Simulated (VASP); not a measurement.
A run of VASP 6.6.1 is set up as follows.

File INCAR:

```
ALGO = Normal
EDIFF = 1E-7
EDIFFG = -0.005
ENCUT = 600
GGA = PE
IBRION = 2
ISIF = 3
ISMEAR = -1
LASPH = T
LCHARG = F
LREAL = F
LWAVE = F
NELM = 100
NSW = 32
PREC = Accurate
PSTRESS = 3900.0
SIGMA = 0.05
```

File KPOINTS:

```
k-points
0
Gamma
  19 19 10
```

File POSCAR:

```
Ag
1.0
    2.3437706692      0.0000000000      0.0000000000
   -1.1718853346      2.0297649402      0.0000000000
    0.0000000000      0.0000000000      3.8481811318
Ag
2
Direct
    0.3333333333      0.6666666667      0.2500000000
    0.6666666667      0.3333333333      0.7500000000
```

Potentials or basis: VASP PAW PBE potentials, release 64 (Ag).

Run with:

```bash
$ cat potpaw_PBE.64/Ag/POTCAR > POTCAR
$ mpirun -np 1 vasp_std > vasp.out
```

(1) Estimate the band gap on the k mesh.

## Answers

(1) zero (bands 11 and 12 overlap by 11.36 eV).

Caveat: the cell is relaxed towards a set pressure, so the run minimises the enthalpy, not the energy.
